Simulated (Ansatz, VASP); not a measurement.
**Two plane-wave programs on NaH6Rh**

```
CELL_PARAMETERS angstrom
4.40556 0.00000 0.00000
0.00000 4.40556 0.00000
0.00000 0.00000 4.40556
ATOMIC_POSITIONS crystal
Na 0.50000 0.50000 0.50000
H 0.00000 0.50000 0.74995
H 0.50000 0.25005 0.00000
H 0.74995 0.00000 0.50000
H 0.00000 0.50000 0.25005
H 0.50000 0.74995 0.00000
H 0.25005 0.00000 0.50000
Rh 0.00000 0.00000 0.00000
```

Change from the starting cell: species swapped into the Nb6AlGe type (Pm-3, No. 200).

Alike in both runs: task relaxation of cell and atoms; functional PBE; k mesh 4 × 4 × 4; occupations gaussian, width 0.1 eV; no spin polarisation.

|  | VASP | Ansatz |
| --- | --- | --- |
| version | VASP 6.6.1 | Ansatz 0.2.0 |
| potentials or method | VASP PAW PBE potentials, release 64 (Na_pv, H, Rh_pv), cutoff 600 eV | scalar-relativistic, plane waves, PAW |
| valence electrons in the cell | 28 | 32 |

|  | VASP | Ansatz | Ansatz less VASP |
| --- | --- | --- | --- |
| gap on the k mesh at the Fermi level, each at its own relaxed structure (eV) | none | none | - |
| relaxed volume (Å³/atom) | 7.82 | 7.95 | +0.130 |
| relaxed length of the cell vector where the two differ most in proportion (Å) | 3.969 | 3.991 | +0.0219 |

A gap of «none» marks a metal or a gap that the smearing closes. VASP's potentials hold 28 valence electrons a cell and Ansatz's 32, so a difference there can come from the potentials and not from the codes.

Noted on VASP's run: the volume moved by over 15 % at a fixed basis, so the end points are rough.
